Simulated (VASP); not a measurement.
# Ti6S in VASP: further runs

The runs below take Ti6S through single point, with PBE.

Program: VASP 6.6.1. These are calculated values, not measurements. Logs are shortened: lines on timing, memory, paths and dates and some standing lists are left out, and cuts for length are marked.

## (1) The cell of the first run

The cell holds a slab with vacuum, 7 atoms: a = 2.832 Å, b = 4.579 Å, c = 22.051 Å, α = 90.00°, β = 90.00°, γ = 90.00°.

## (2) Single point, PBE

INCAR

```
PREC = Accurate ; ENCUT = 520
EDIFF = 1E-7 ; ISMEAR = 0
SIGMA = 0.1 ; LREAL = F
LASPH = T ; NELM = 100
ALGO = Normal ; ISIF = 2
LWAVE = F ; LCHARG = T
LDIPOL = T ; IDIPOL = 3
DIPOL = 0.5 0.5 0.358 ; GGA = PE
LELF = T ; LVHAR = T
LVACPOTAV = T ; NBANDS = 48
```

KPOINTS

```
regular mesh
0
Gamma
  9 6 1
```

POSCAR

```
Ti6S
1.0
    2.8319727860      0.0000000000      0.0000000000
    0.0000000000      4.5793473380      0.0000000000
    0.0000000000      0.0000000000     22.0506909065
Ti S
6 1
Direct
    0.5000000000      0.0000000000      0.1814002118
    0.0000000000      0.5000000000      0.2413504290
    0.5000000000      0.0000000000      0.3013006462
    0.5000000000      0.5000000000      0.3625816208
    0.0000000000      0.0000000000      0.4208167734
    0.5000000000      0.5000000000      0.4784743912
    0.8333333333      1.0000000000      0.5227531309
```

Potentials or basis: VASP PAW PBE potentials, release 64 (Ti_sv, S).

Run with:

```bash
$ cat potpaw_PBE.64/Ti_sv/POTCAR potpaw_PBE.64/S/POTCAR > POTCAR
$ mpirun -np 1 vasp_std > vasp.out
```

OUTCAR:

```text
PREC = Accurate
   ENCUT = 520
   EDIFF = 1E-7
   ISMEAR = 0
   LREAL = F
   LASPH = T
   NELM = 100
   ISIF = 2
   GGA = PE

 ion  position               nearest neighbor table
   1  0.500  0.000  0.181-   3 2.64
   2  0.000  0.500  0.241-
   3  0.500  0.000  0.301-   1 2.64   4 2.66   4 2.66
   4  0.500  0.500  0.363-   6 2.56   3 2.66   3 2.66
   5  0.000  0.000  0.421-   7 2.30
   6  0.500  0.500  0.478-   4 2.56   7 2.66   7 2.66
   7  0.833  0.000  0.523-   5 2.30   6 2.66   6 2.66

  LATTYP: Found a simple orthorhombic cell.
 ALAT       =     2.8319727860
 B/A-ratio  =     1.6170167173
 C/A-ratio  =     7.7863357358

  Lattice vectors:

 A1 = (   2.8319727860,   0.0000000000,   0.0000000000)
 A2 = (   0.0000000000,   4.5793473380,   0.0000000000)
 A3 = (   0.0000000000,   0.0000000000,  22.0506909065)

Analysis of symmetry for initial positions (statically):
=====================================================================
 Subroutine PRICEL returns:
 Original cell was already a primitive cell.

 Routine SETGRP: Setting up the symmetry group for a
 simple orthorhombic supercell.

 Subroutine GETGRP returns: Found  2 space group operations
 (whereof  2 operations were pure point group operations)
 out of a pool of  8 trial point group operations.

The static configuration has the point symmetry C_1h.

Analysis of symmetry for dynamics (positions and initial velocities):
=====================================================================
 Subroutine PRICEL returns:
 Original cell was already a primitive cell.

 Routine SETGRP: Setting up the symmetry group for a
 simple orthorhombic supercell.

 Subroutine GETGRP returns: Found  2 space group operations
 (whereof  2 operations were pure point group operations)
 out of a pool of  8 trial point group operations.

The dynamic configuration has the point symmetry C_1h.

 Subroutine INISYM returns: Found  2 space group operations
 (whereof  2 operations are pure point group operations),
 and found     1 'primitive' translations

----------------------------------------------------------------------------------------

                                     Primitive cell

  volume of cell :     285.9663
[... 98 lines left out ...]
   IBRION =     -1    ionic relax: 0-MD 1-quasi-New 2-CG
   NFREE  =      0    steps in history (QN), initial steepest desc. (CG)
   ISIF   =      2    stress and relaxation
   ISYM   =      2    0-nonsym 1-usesym 2-fastsym
   POTIM  = 0.5000    time-step for ionic-motion
   TEBEG  =    0.0;   TEEND  =   0.0 temperature during run
   PSTRESS=    0.0 pullay stress
   NELECT =      78.0000    total number of electrons
   NUPDOWN=      -1.0000    fix difference up-down
   EMIN   =  10.00;   EMAX   =-10.00  energy-range for DOS
   EFERMI =   0.00;   METHOD = LEGACY
   ISMEAR =     0;   SIGMA  =   0.10  broadening in eV -4-tet -1-fermi 0-gaus
   EFERMI_NEDOS =   21; number of points for ismear=-14 and -15
   IALGO  =     38    algorithm
   IMIX   =      4    mixing-type and parameters
     AMIX     =   0.40;   BMIX     =  1.00
     AMIX_MAG =   1.60;   BMIX_MAG =  1.00
  volume/ion in A,a.u.               =      40.85       275.69
  Fermi-wavevector in a.u.,A,eV,Ry     =   1.061699  2.006320 15.336552  1.127205
  Thomas-Fermi vector in A             =   2.197124
   LORBIT       =      0    0 simple, 1 ext, 2 COOP (PROOUT), +10 PAW based schemes
   GGA     = PE    functional components
   LHFCALC =     F    Hartree Fock is set to
   AEXX    =    0.0000 exact exchange contribution
   IVDW    =     0    specifies the selected vdW correction
   LEPSILON=     F    determine dielectric tensor
   LRPA    =     F    only Hartree local field effects (RPA)
 non-spin polarized calculation
 Gauss-broadening in eV      SIGMA  =   0.10
  energy-cutoff  :      520.00
  volume of cell :      285.97
 maximum number of plane-waves:      7748
 NGX is ok and might be reduce to    24
   NGX = 11   NGY = 17   NGZ = 81

 dipolmoment           0.000000      0.000000     -0.003566 electrons x Angstroem

 number of electron      77.9999998 magnetization

 dipolmoment           0.000000      0.000000      0.055964 electrons x Angstroem

 Free energy of the ion-electron system (eV)
  ---------------------------------------------------
  ext. energy  EPLUGINS =         0.00000000
  ---------------------------------------------------
  free energy    TOTEN  =       -50.09412864 eV

  energy without entropy =      -50.04967008  energy(sigma->0) =      -50.07189936

 E-fermi :   1.3767     XC(G=0):  -5.5866

 val. band max:        1.3709329852   @ k =   0.3333   0.0000   0.0000
 cond. band min:       1.3778878202   @ k =   0.1111   0.3333   0.0000
 fundamental gap:      0.0069548350
 Fermi energy:         1.3767254016

 k-point     1 :       0.0000    0.0000    0.0000
  band No.  band energies     occupation
      1     -55.7402      2.00000
      2     -55.5845      2.00000
      3     -55.4880      2.00000
      4     -55.4387      2.00000
      5     -55.2354      2.00000
      6     -55.1301      2.00000
[... 1009 lines left out ...]
     47       2.5270      0.00000
     48       2.5332      0.00000

------------------------ aborting loop because EDIFF is reached ----------------------------------------

  FORCE on cell =-STRESS in cart. coord.  units (eV):
  Direction    XX          YY          ZZ          XY          YZ          ZX
  --------------------------------------------------------------------------------------
  -------------------------------------------------------------------------------------
  Total       -0.0521648     -5.9106860      0.2421562      0.0000000      0.0000000     -0.9514720
  in kB       -0.2922626    -33.1156748      1.3567236      0.0000000      0.0000000     -5.3307917
  external PRESSURE =     -10.6837379 kB  Pullay stress =       0.0000000 kB

 VOLUME and BASIS-vectors are now :
 -----------------------------------------------------------------------------
  energy-cutoff  :      520.00
  volume of cell :      285.97
      direct lattice vectors                 reciprocal lattice vectors
     2.831972786  0.000000000  0.000000000     0.353110738  0.000000000  0.000000000
     0.000000000  4.579347338  0.000000000     0.000000000  0.218371730  0.000000000
     0.000000000  0.000000000 22.050690907     0.000000000  0.000000000  0.045350053

 POSITION                                       TOTAL-FORCE (eV/Angst)
 -----------------------------------------------------------------------------------
      1.41599      0.00000      4.00000         0.003180      0.000000      0.407176
      0.00000      2.28967      5.32194         0.013006      0.000000     -0.005090
      1.41599      0.00000      6.64389         0.032854      0.000000     -0.429792
      1.41599      2.28967      7.99518         0.039988      0.000000      0.175699
      0.00000      0.00000      9.27930         0.186507      0.000000     -1.326012
      1.41599      2.28967     10.55069         0.129211      0.000000      1.171195
      2.35998      0.00000     11.52707        -0.404745      0.000000      0.006825
 -----------------------------------------------------------------------------------
    total drift:                               -0.000079      0.000000     -0.000072

  FREE ENERGIE OF THE ION-ELECTRON SYSTEM (eV)
  ---------------------------------------------------
  free  energy   TOTEN  =       -50.0941286368 eV

  energy  without entropy=      -50.0496700822  energy(sigma->0) =      -50.07189936

 vacuum level on the upper side and lower side of the slab         5.550         4.769
```

OSZICAR:

```text
N       E                     dE             d eps       ncg     rms          rms(c)
DAV:   1     0.990450118289E+03    0.99045E+03   -0.41746E+04  2160   0.165E+03
DAV:   2     0.842207301833E+02   -0.90623E+03   -0.88585E+03  2000   0.526E+02
DAV:   3    -0.345694569915E+02   -0.11879E+03   -0.11547E+03  3088   0.167E+02
[... 27 lines left out ...]
DAV:  31    -0.500941271006E+02   -0.25305E-05   -0.15096E-07  1576   0.217E-03    0.801E-04
DAV:  32    -0.500941282024E+02   -0.11019E-05   -0.91662E-08  1400   0.150E-03    0.341E-04
DAV:  33    -0.500941284609E+02   -0.25847E-06   -0.36316E-08  1384   0.113E-03    0.164E-04
DAV:  34    -0.500941286139E+02   -0.15297E-06   -0.31828E-08  1392   0.770E-04    0.136E-04
DAV:  35    -0.500941286368E+02   -0.22910E-07   -0.11465E-08  1304   0.571E-04
   1 F= -.50094129E+02 E0= -.50071899E+02  d E =-.444586E-01
```

Run time: 6.1 min. Hardware: 1 thread of Intel Xeon 6975P-C (Granite Rapids), shared host; peak memory 0.46 GiB.

What came out:

```yaml
Free_energy: -50.0941 eV
Largest_force: 1.339 eV/Å
Band_gap_on_the_k_mesh: zero (bands 39 and 40 overlap by 0.31 eV)
```

Forces on the atoms (eV/Å):
```
Ti   0.003  0.000  0.407
Ti   0.013  0.000 -0.005
Ti   0.033  0.000 -0.430
Ti   0.040  0.000  0.176
Ti   0.187  0.000 -1.326
Ti   0.129  0.000  1.171
S   -0.405  0.000  0.007
```

Levels at points of the mesh, in eV from the Fermi level:
```tsv
k point	band 37	band 38	band 39	band 40	band 41	band 42
(0.00, 0.00, 0.00)	-0.38	-0.15	0.02	0.12	0.26	0.29
(0.00, 0.50, 0.00)	-0.37	-0.30	-0.07	-0.06	0.10	0.26
```

## (3) Single point, PBE

INCAR

```
SYSTEM = Ti6S
ALGO = Normal
DIPOL = 0.5 0.5 0.359
EDIFF = 1E-7
ENCUT = 520
GGA = PE
IDIPOL = 3
ISIF = 2
ISMEAR = 0
LASPH = .True.
LCHARG = .False.
LDIPOL = .True.
LREAL = .False.
LWAVE = .False.
NBANDS = 48
NELM = 80
PREC = Accurate
SIGMA = 0.1
```

KPOINTS

```
k-points
0
Gamma
  9 6 1
  0 0 0
```

Edit POSCAR of step 2 so:

```diff
@@ -14,2 +14,2 @@
     0.5000000000      0.5000000000      0.4784743912
-    0.8333333333      1.0000000000      0.5227531309
+    1.0000000000      0.9000000000      0.5238770781
```

Potentials or basis: VASP PAW PBE potentials, release 64 (Ti_sv, S).

Run with:

```bash
$ cat potpaw_PBE.64/Ti_sv/POTCAR potpaw_PBE.64/S/POTCAR > POTCAR
$ mpirun -np 1 vasp_std > vasp.out
```

Run time: 5.8 min. Hardware: 1 thread of Intel Xeon 6975P-C (Granite Rapids), shared host; peak memory 0.46 GiB.

It converged, with:

* Free energy: -50.1188 eV
* Largest force: 1.336 eV/Å
* Band gap on the k mesh: zero (bands 39 and 40 overlap by 0.21 eV)

Forces in eV/Å, atoms in the order of the input:
```
Ti   0.000 -0.005  0.393
Ti   0.000 -0.030  0.040
Ti   0.000  0.012 -0.473
Ti   0.000  0.085  0.103
Ti   0.000  0.117 -1.331
Ti   0.000  0.183  1.250
S    0.000 -0.362  0.019
```

Levels at points of the mesh, in eV from the Fermi level:
| k point | band 35 | band 36 | band 37 | band 38 | band 39 | band 40 | band 41 | band 42 | band 43 | band 44 |
| --- | --- | --- | --- | --- | --- | --- | --- | --- | --- | --- |
| (0.00, 0.00, 0.00) | -0.75 | -0.55 | -0.29 | -0.12 | 0.06 | 0.10 | 0.20 | 0.32 | 0.44 | 0.82 |
| (0.00, 0.50, 0.00) | -0.48 | -0.44 | -0.26 | -0.25 | -0.15 | -0.01 | 0.15 | 0.29 | 0.40 | 0.58 |

## (4) Single point, PBE

INCAR

```
  ALGO = Normal
  DIPOL = 0.5 0.5 0.363
  EDIFF = 1E-6
  ENCUT = 520
  GGA = PE
  IDIPOL = 3
  ISIF = 2
  ISMEAR = 0
  LASPH = True
  LCHARG = True
  LDIPOL = True
  LELF = True
  LREAL = False
  LVACPOTAV = True
  LVHAR = True
  LWAVE = False
  NBANDS = 48
  NELM = 100
  PREC = Accurate
  SIGMA = 0.1
```

KPOINTS

```
k-points
0
Gamma
  9 6 1
```

Edit POSCAR of step 3 so:

```diff
@@ -14,2 +14,2 @@
     0.5000000000      0.5000000000      0.4784743912
-    1.0000000000      0.9000000000      0.5238770781
+    1.0000000000      0.6000000000      0.5554806172
```

Run with:

```bash
$ cat potpaw_PBE.64/Ti_sv/POTCAR potpaw_PBE.64/S/POTCAR > POTCAR
$ mpirun -np 1 vasp_std > vasp.out
```

Run time: 6.1 min. Hardware: 1 thread of Intel Xeon 6975P-C (Granite Rapids), shared host; peak memory 0.47 GiB.

It converged, with:

```yaml
Free_energy: -49.5327 eV
Largest_force: 0.596 eV/Å
Band_gap_on_the_k_mesh: zero (bands 39 and 40 overlap by 0.14 eV)
```

Forces in eV/Å, atoms in the order of the input:
```
Ti   0.000  0.033  0.380
Ti   0.000 -0.004 -0.041
Ti   0.000 -0.012 -0.336
Ti   0.000 -0.037  0.292
Ti   0.000 -0.171 -0.571
Ti   0.000  0.057  0.298
S    0.000  0.134 -0.021
```

Levels at points of the mesh, in eV from the Fermi level:
| k point | band 37 | band 38 | band 39 | band 40 | band 41 | band 42 |
| --- | --- | --- | --- | --- | --- | --- |
| (0.00, 0.00, 0.00) | -0.42 | -0.10 | -0.09 | 0.14 | 0.23 | 0.32 |
| (0.00, 0.50, 0.00) | -0.27 | -0.15 | -0.13 | 0.10 | 0.25 | 0.34 |

## (5) Summary

```tsv
cell	gap on the mesh (eV)	largest force (eV/Å)
as given, atomic positions A	none	1.34
as given, atomic positions B	none	1.34
as given, atomic positions C	none	0.60
```

Alike in all rows: task single point; level PBE; potentials or basis VASP PAW PBE potentials, release 64 (Ti_sv, S); no spin polarisation; k mesh 9 × 6 × 1; cutoff (eV) 520; smearing gaussian 0.1 eV.

Absolute energies hang on the potentials; compare differences alone.
